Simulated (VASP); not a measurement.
# As (R-3m) in VASP: a series of runs

As is run at these levels: PBEsol; tasks: single point.

All numbers are computed with VASP 6.6.1; they aren't measurements. Logs are shortened: lines on timing, memory, paths and dates and some standing lists are left out, and cuts for length are marked.

**1. The cell of the first run**

It takes space group R-3m (No. 166, trigonal). Conventional cell: a = 3.604 Å, b = 3.604 Å, c = 8.996 Å, α = 90.00°, β = 90.00°, γ = 120.00°. Within 3.3 Å of As (site symmetry 3m) lie 6 As at 2.47 to 2.67 Å.

**2. Single point, PBEsol**

The input, INCAR:

```
  ALGO = Normal
  EDIFF = 1E-7
  ENCUT = 520
  GGA = PS
  ISIF = 2
  ISMEAR = -1
  LASPH = T
  LCHARG = T
  LELF = T
  LREAL = F
  LVHAR = T
  LWAVE = F
  NBANDS = 12
  NELM = 100
  PREC = Accurate
  SIGMA = 0.05
```

The input, KPOINTS:

```
k-points
0
Gamma
  9 9 9
```

The input, POSCAR:

```
As
1.0
    1.8020830758      1.0404331489      2.9985287868
   -1.8020830758      1.0404331489      2.9985287868
    0.0000000000     -2.0808662978      2.9985287868
As
2
Direct
    0.2401693605      0.2401693605      0.2401693605
    0.7598306395      0.7598306395      0.7598306395
```

Potentials or basis: VASP PAW PBE potentials, release 64 (As).

Launch:

```console
$ cat potpaw_PBE.64/As/POTCAR > POTCAR
$ mpirun -np 1 vasp_std > vasp.out
```

OUTCAR:

```text
EDIFF = 1E-7
   ENCUT = 520
   GGA = PS
   ISIF = 2
   ISMEAR = -1
   LASPH = T
   LREAL = F
   NELM = 100
   PREC = Accurate

 ion  position               nearest neighbor table
   1  0.240  0.240  0.240-   2 2.47   2 2.47   2 2.47   2 2.67   2 2.67   2 2.67
   2  0.760  0.760  0.760-   1 2.47   1 2.47   1 2.47   1 2.67   1 2.67   1 2.67

  LATTYP: Found a trigonal (rhomboedric) cell.
 ALAT       =     3.6498190962
 COS(alpha) =     0.5124300475

  Lattice vectors:

 A1 = (   1.8020830758,   1.0404331489,   2.9985287868)
 A2 = (  -1.8020830758,   1.0404331489,   2.9985287868)
 A3 = (   0.0000000000,  -2.0808662978,   2.9985287868)

Analysis of symmetry for initial positions (statically):
=====================================================================
 Subroutine PRICEL returns:
 Original cell was already a primitive cell.

 Routine SETGRP: Setting up the symmetry group for a
 trigonal (rhombohedral) supercell.

 Subroutine GETGRP returns: Found 12 space group operations
 (whereof 12 operations were pure point group operations)
 out of a pool of 12 trial point group operations.

The static configuration has the point symmetry D_3d.

Analysis of symmetry for dynamics (positions and initial velocities):
=====================================================================
 Subroutine PRICEL returns:
 Original cell was already a primitive cell.

 Routine SETGRP: Setting up the symmetry group for a
 trigonal (rhombohedral) supercell.

 Subroutine GETGRP returns: Found 12 space group operations
 (whereof 12 operations were pure point group operations)
 out of a pool of 12 trial point group operations.

The dynamic configuration has the point symmetry D_3d.

 Subroutine INISYM returns: Found 12 space group operations
 (whereof 12 operations are pure point group operations),
 and found     1 'primitive' translations

----------------------------------------------------------------------------------------

                                     Primitive cell

  volume of cell :      33.7325

  direct lattice vectors                    reciprocal lattice vectors
     1.802083076  1.040433149  2.998528787     0.277456687  0.160189693  0.111165627
    -1.802083076  1.040433149  2.998528787    -0.277456687  0.160189693  0.111165627
     0.000000000 -2.080866298  2.998528787     0.000000000 -0.320379386  0.111165627

  length of vectors
     3.649819096  3.649819096  3.649819096     0.339117601  0.339117601  0.339117601

  position of ions in fractional coordinates (direct lattice)
     0.240169360  0.240169360  0.240169360
     0.759830640  0.759830640  0.759830640

  ion indices of the primitive-cell ions
   primitive index   ion index
                 1           1
                 2           2

----------------------------------------------------------------------------------------

 KPOINTS: k-points

Automatic generation of k-mesh.
 Grid dimensions read from file:
 generate k-points for:    9    9    9

 Generating k-lattice:

  Cartesian coordinates                     Fractional coordinates (reciprocal lattice)
     0.030828521  0.017798855  0.012351736     0.111111111 -0.000000000  0.000000000
    -0.030828521  0.017798855  0.012351736    -0.000000000  0.111111111  0.000000000
     0.000000000 -0.035597710  0.012351736     0.000000000  0.000000000  0.111111111

  Length of vectors
     0.037679733  0.037679733  0.037679733

  Shift w.r.t. Gamma in fractional coordinates (k-lattice)
     0.000000000  0.000000000  0.000000000

 Subroutine IBZKPT returns following result:
 ===========================================

 Found     85 irreducible k-points:

 Following reciprocal coordinates:
            Coordinates               Weight
  0.000000  0.000000  0.000000      1.000000
  0.111111 -0.000000  0.000000      6.000000
  0.222222  0.000000  0.000000      6.000000
  0.333333  0.000000  0.000000      6.000000
  0.444444  0.000000  0.000000      6.000000
  0.111111  0.111111  0.000000      6.000000
[... 16 lines left out ...]
 -0.333333  0.333333  0.000000      6.000000
  0.444444  0.444444  0.000000      6.000000
 [... further k-points ...]
   k-points           NKPTS =     85   k-points in BZ     NKDIM =     85   number of bands    NBANDS=     12
   number of dos      NEDOS =    301   number of ions     NIONS =      2
   total plane-waves  NPLWV =  21952
   dimension x,y,z NGX =    28 NGY =   28 NGZ =   28
   dimension x,y,z NGXF=    56 NGYF=   56 NGZF=   56
   ions per type =               2
   NGX,Y,Z   is equivalent  to a cutoff of  12.75, 12.75, 12.75 a.u.
   NGXF,Y,Z  is equivalent  to a cutoff of  25.51, 25.51, 25.51 a.u.
 SYSTEM =  unknown system
   PREC   = accura    normal or accurate (medium, high low for compatibility)
   ISTART =      0    job   : 0-new  1-cont  2-samecut
   ICHARG =      2    charge: 1-file 2-atom 10-const
   ISPIN  =      1    spin polarized calculation?
   LNONCOLLINEAR =      F non collinear calculations
   LSORBIT =      F    spin-orbit coupling
   LASPH  =      T    aspherical Exc in radial PAW
   ENCUT  =  520.0 eV  38.22 Ry    6.18 a.u.   6.79  6.79  6.79*2*pi/ulx,y,z
   NELM   =    100;   NELMIN=  2; NELMDL= -5     # of ELM steps
   EDIFF  = 0.1E-06   stopping-criterion for ELM
   LREAL  =      F    real-space projection
   EDIFFG = 0.1E-05   stopping-criterion for IOM
   NSW    =      0    number of steps for IOM
   IBRION =     -1    ionic relax: 0-MD 1-quasi-New 2-CG
   NFREE  =      0    steps in history (QN), initial steepest desc. (CG)
   ISIF   =      2    stress and relaxation
   ISYM   =      2    0-nonsym 1-usesym 2-fastsym
   POTIM  = 0.5000    time-step for ionic-motion
   TEBEG  =    0.0;   TEEND  =   0.0 temperature during run
   PSTRESS=    0.0 pullay stress
   NELECT =      10.0000    total number of electrons
   NUPDOWN=      -1.0000    fix difference up-down
   EMIN   =  10.00;   EMAX   =-10.00  energy-range for DOS
   EFERMI =   0.00;   METHOD = LEGACY
   ISMEAR =    -1;   SIGMA  =   0.05  broadening in eV -4-tet -1-fermi 0-gaus
   EFERMI_NEDOS =   21; number of points for ismear=-14 and -15
   IALGO  =     38    algorithm
   IMIX   =      4    mixing-type and parameters
     AMIX     =   0.40;   BMIX     =  1.00
     AMIX_MAG =   1.60;   BMIX_MAG =  1.00
  volume/ion in A,a.u.               =      16.87       113.82
  Fermi-wavevector in a.u.,A,eV,Ry     =   1.091588  2.062802 16.212212  1.191564
  Thomas-Fermi vector in A             =   2.227836
   LORBIT       =      0    0 simple, 1 ext, 2 COOP (PROOUT), +10 PAW based schemes
   GGA     = PS    functional components
   LHFCALC =     F    Hartree Fock is set to
   AEXX    =    0.0000 exact exchange contribution
   IVDW    =     0    specifies the selected vdW correction
   LEPSILON=     F    determine dielectric tensor
   LRPA    =     F    only Hartree local field effects (RPA)
 non-spin polarized calculation
  energy-cutoff  :      520.00
  volume of cell :       33.73
 maximum number of plane-waves:       920
   NGX = 13   NGY = 13   NGZ = 13

 number of electron      10.0000000 magnetization

 Free energy of the ion-electron system (eV)
  ---------------------------------------------------
  ext. energy  EPLUGINS =         0.00000000
  ---------------------------------------------------
  free energy    TOTEN  =        -9.80709181 eV

  energy without entropy =       -9.80411700  energy(sigma->0) =       -9.80560441

 E-fermi :   7.9556     XC(G=0): -11.2394

 val. band max:        7.8986180779   @ k =   0.3333   0.3333   0.3333
 cond. band min:       8.0418171828   @ k =  -0.3333   0.1111  -0.0000
 fundamental gap:      0.1431991050
 Fermi energy:         7.9556311523

 k-point     1 :       0.0000    0.0000    0.0000
  band No.  band energies     occupation
      1      -8.8494      2.00000
      2       4.1834      2.00000
      3       5.5564      2.00000
      4       5.6548      2.00000
      5       5.6548      2.00000
      6      11.6784      0.00000
      7      12.2437      0.00000
      8      12.2437      0.00000
      9      13.7599      0.00000
     10      13.7599      0.00000
     11      14.1407      0.00000
     12      16.5267      0.00000

 k-point     2 :       0.1111   -0.0000    0.0000
  band No.  band energies     occupation
      1      -8.6497      2.00000
      2       2.6135      2.00000
      3       5.5596      2.00000
      4       5.6293      2.00000
      5       6.6622      2.00000
      6      11.2801      0.00000
      7      11.4892      0.00000
      8      11.7840      0.00000
      9      13.4238      0.00000
     10      13.9118      0.00000
     11      13.9765      0.00000
     12      17.9194      0.00000

 k-point     3 :       0.2222    0.0000    0.0000
  band No.  band energies     occupation
      1      -8.0527      2.00000
      2       0.3301      2.00000
      3       5.5914      2.00000
      4       5.6126      2.00000
      5       7.4145      1.99996
      6       9.9683      0.00000
      7      10.0086      0.00000
      8      10.7416      0.00000
      9      14.0716      0.00000
     10      14.8332      0.00000
     11      15.0249      0.00000
     12      20.6000      0.00000

 k-point     4 :       0.3333    0.0000    0.0000
  band No.  band energies     occupation
      1      -7.0666      2.00000
      2      -1.9142      2.00000
      3       5.7011      2.00000
      4       5.7680      2.00000
      5       7.6839      1.99131
      6       8.6540      0.00000
      7       8.7021      0.00000
      8       9.6691      0.00000
      9      15.8228      0.00000
     10      16.6038      0.00000
     11      16.8705      0.00000
     12      23.0235      0.00000

 k-point     5 :       0.4444    0.0000    0.0000
  band No.  band energies     occupation
      1      -5.7219      2.00000
      2      -3.9203      2.00000
      3       5.8743      2.00000
      4       6.0860      2.00000
      5       7.4509      1.99992
      6       7.8767      1.65811
      7       8.2231      0.00947
      8       8.8525      0.00000
      9      18.1627      0.00000
     10      18.9890      0.00000
     11      19.2681      0.00000
     12      20.9075      0.00000
[... 228 lines left out ...]
      1      -5.7419      2.00000
      2      -1.1983      2.00000
      3       1.0665      2.00000
      4       3.0679      2.00000
      5       3.3980      2.00000
      6      10.1564      0.00000
      7      14.0753      0.00000
      8      14.3689      0.00000
      9      15.9604      0.00000
     10      20.2165      0.00000
     11      21.0456      0.00000
     12      22.2823      0.00000

 k-point    22 :      -0.4444    0.3333   -0.0000
  band No.  band energies     occupation
      1      -4.7044      2.00000
      2      -2.7380      2.00000
      3       0.3659      2.00000
      4       3.3110      2.00000
      5       3.9975      2.00000
      6      11.6891      0.00000
      7      12.7211      0.00000
      8      13.5735      0.00000
      9      16.5879      0.00000
     10      18.8874      0.00000
     11      20.0797      0.00000
     12      23.1057      0.00000

 k-point    23 :      -0.3333    0.3333    0.0000
  band No.  band energies     occupation
      1      -4.2541      2.00000
      2      -3.7379      2.00000
      3       0.5299      2.00000
      4       3.9805      2.00000
      5       4.8160      2.00000
      6      10.9938      0.00000
      7      12.4239      0.00000
      8      14.3021      0.00000
      9      16.1688      0.00000
     10      16.7717      0.00000
     11      18.3083      0.00000
     12      22.1398      0.00000

 k-point    24 :       0.4444    0.4444    0.0000
  band No.  band energies     occupation
      1      -5.2383      2.00000
      2      -1.0645      2.00000
      3       0.2941      2.00000
      4       2.7197      2.00000
      5       2.7525      2.00000
      6       9.3187      0.00000
      7      15.3564      0.00000
      8      15.5990      0.00000
      9      17.7460      0.00000
     10      19.3631      0.00000
     11      22.0934      0.00000
     12      23.4356      0.00000

 [... further k-points ...]
[... 5 lines left out ...]
  --------------------------------------------------------------------------------------
  -------------------------------------------------------------------------------------
  Total        4.4106028      4.4106028      4.3877532     -0.0000000      0.0000000     -0.0000000
  in kB      209.4884445    209.4884445    208.4031663     -0.0000000      0.0000000     -0.0000000
  external PRESSURE =     209.1266851 kB  Pullay stress =       0.0000000 kB

 VOLUME and BASIS-vectors are now :
 -----------------------------------------------------------------------------
  energy-cutoff  :      520.00
  volume of cell :       33.73
      direct lattice vectors                 reciprocal lattice vectors
     1.802083076  1.040433149  2.998528787     0.277456687  0.160189693  0.111165627
    -1.802083076  1.040433149  2.998528787    -0.277456687  0.160189693  0.111165627
     0.000000000 -2.080866298  2.998528787     0.000000000 -0.320379386  0.111165627

 POSITION                                       TOTAL-FORCE (eV/Angst)
 -----------------------------------------------------------------------------------
      0.00000      0.00000      2.16046         0.000000      0.000000      0.057763
      0.00000      0.00000      6.83512         0.000000      0.000000     -0.057763
 -----------------------------------------------------------------------------------
    total drift:                               -0.000000     -0.000000      0.000000

  FREE ENERGIE OF THE ION-ELECTRON SYSTEM (eV)
  ---------------------------------------------------
  free  energy   TOTEN  =        -9.8070918127 eV

  energy  without entropy=       -9.8041170023  energy(sigma->0) =       -9.80560441
```

Run time: 16 s. Hardware: 1 thread of Intel Xeon Platinum 8488C (Sapphire Rapids), shared host; peak memory 0.16 GiB.

What came out:

```
Free energy            : -9.8071 eV
Pressure               : 20.9 GPa
Largest force          : 0.058 eV/Å
Band gap on the k mesh : zero (band 5 reaches 8.40 eV, above the bottom of band 6 at 7.60 eV)
```

Forces on the atoms (eV/Å):
```
As   0.000  0.000  0.058
As   0.000  0.000 -0.058
```

Stress tensor (GPa, compression positive):
```
20.95  0.00  0.00
 0.00 20.95  0.00
 0.00  0.00 20.84
```

Caveat: the PAW data sets were made with another functional, which shifts forces and pressure a little.

**3. Single point, PBEsol**

This run uses another cell than the first one, of 18.30 Å³/atom, 1.085 times its volume.

The input, INCAR:

```
SYSTEM = As
ALGO = Normal
EDIFF = 1E-6
ENCUT = 520
GGA = PS
ISIF = 2
ISMEAR = -1
LASPH = .TRUE.
LCHARG = .TRUE.
LELF = .TRUE.
LREAL = .FALSE.
LVHAR = .TRUE.
LWAVE = .FALSE.
NBANDS = 12
NELM = 80
PREC = Accurate
SIGMA = 0.05
```

The input, KPOINTS:

```
k-points
0
G
  9 9 9
  0 0 0
```

The input, POSCAR:

```
As
1.0
    1.8389506369      1.0617186452      3.1238582330
   -1.8389506369      1.0617186452      3.1238582330
    0.0000000000     -2.1234372905      3.1238582329
As
2
Direct
    0.2361024739      0.2361024739      0.2361024739
    0.7638975261      0.7638975261      0.7638975261
```

Potentials or basis: VASP PAW PBE potentials, release 64 (As).

Launch:

```console
$ cat potpaw_PBE.64/As/POTCAR > POTCAR
$ mpirun -np 1 vasp_std > vasp.out
```

It took 15 s on 1 thread of Intel Xeon Platinum 8488C (Sapphire Rapids), shared host; peak memory 0.17 GiB.

Results (log left out):

```yaml
Free_energy: -10.0783 eV
Pressure: 10.6 GPa
Largest_force: 0.056 eV/Å
Band_gap_on_the_k_mesh: zero (band 5 reaches 7.35 eV, above the bottom of band 6 at 6.97 eV)
```

Forces in eV/Å, atoms in the order of the input:
```
As   0.000  0.000  0.056
As   0.000  0.000 -0.056
```

Stress tensor (GPa, compression positive):
```
10.64  0.00  0.00
 0.00 10.64  0.00
 0.00  0.00 10.52
```

Levels at points of the mesh, in eV from the Fermi level:
```
           k point  band 1  band 2  band 3  band 4  band 5  band 6  band 7  band 8  band 9  band 10
(0.00, 0.00, 0.00)  -16.24   -4.67   -2.53   -2.35   -2.35    2.90    3.67    3.67    5.91     5.91
```

Caveat: the PAW data sets were made with another functional, which shifts forces and pressure a little.
